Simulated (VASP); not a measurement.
C, 2 atoms in the cell. Symmetry: Fd-3m, No. 227, cubic system. The conventional cell has a = 3.542 Å, b = 3.542 Å, c = 3.542 Å, α = 90.00°, β = 90.00°, γ = 90.00°. C (site symmetry -43m) has 4 C at 1.53 Å within 2.0 Å. 

```yaml
Program: VASP 6.6.1
Task: single point
Functional: r2SCAN
Potentials_or_basis: VASP PAW PBE potentials, release 64 (C)
Cutoff: 520 eV
k_mesh: 12 × 12 × 12
Occupations: gaussian, width 0.01 eV
Spin: no spin polarisation
Dipole_correction: no
Further_INCAR_settings: ALGO = Normal; EDIFF = 1e-06; NBANDS = 11
```

Potentials or basis: VASP PAW PBE potentials, release 64 (C).

Run with:

```sh
$ cat potpaw_PBE.64/C/POTCAR > POTCAR
$ cp INCAR.step1 INCAR
$ mpirun -np 1 vasp_std > vasp.out
$ cp INCAR.step2 INCAR
$ mpirun -np 1 vasp_std > vasp.out
```

Hardware: 1 thread of Intel Xeon 8259CL, with other jobs on the host.

Problem. How long does it take, and how much memory?

Solution. Run time: 28 s on 1 thread of Intel Xeon 8259CL, with other jobs on the host, peak memory 0.12 GiB. Counts: k points 72.
